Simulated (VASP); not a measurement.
AsSe4:

```xyz
5
Lattice="-3.2019 3.2019 3.2019 3.2019 -3.2019 3.2019 3.2019 3.2019 -3.2019" Properties=species:S:1:pos:R:3 pbc="T T T"
As    0.0000    0.0000    0.0000
Se    1.6009    1.6009    1.6009
Se   -1.6009    1.6009    1.6009
Se    1.6009    1.6009   -1.6009
Se    1.6009   -1.6009    1.6009
```

The cell was built from a structure type or drawn by symmetry, and may not be a known phase.

| Item | Value |
| --- | --- |
| Program | VASP 6.6.1 |
| Task | relaxation of cell and atoms |
| Functional | PBE |
| Potentials or basis | VASP PAW PBE potentials, release 64 (As, Se) |
| Cutoff | 600 eV |
| k mesh | 8 × 8 × 8 |
| Occupations | gaussian, width 0.1 eV |
| Spin | no spin polarisation |

At the start: pressure -3.1 GPa; volume 26.26 Å³/atom.

Problem. Where does the relaxation end?

Solution. Over 3 steps the energy falls by 16.6 meV/atom and the volume is 24.63 Å³/atom (-6.2 %); space group Im-3m (No. 229, to 0.1 Å) before and after.

Step by step:
```csv
step,energy change (eV),largest force (eV/Å),pressure (GPa),volume (Å³)
1,0.0000,0.0000,-3.08,131.30
2,-0.0809,0.0000,0.57,121.93
3,-0.0831,0.0000,0.01,123.15
```

Final structure:
```cif
data_structure
_symmetry_space_group_name_H-M 'P 1'
_symmetry_Int_Tables_number 1
_cell_length_a 5.4286
_cell_length_b 5.4286
_cell_length_c 5.4286
_cell_angle_alpha 109.471
_cell_angle_beta 109.471
_cell_angle_gamma 109.471
_cell_volume 123.15
loop_
_atom_site_label
_atom_site_type_symbol
_atom_site_fract_x
_atom_site_fract_y
_atom_site_fract_z
_atom_site_occupancy
As1 As 0.00000 0.00000 0.00000 1
Se1 Se 0.50000 0.50000 0.50000 1
Se2 Se 0.50000 0.00000 0.00000 1
Se3 Se 0.00000 0.00000 0.50000 1
Se4 Se 0.00000 0.50000 0.00000 1
```
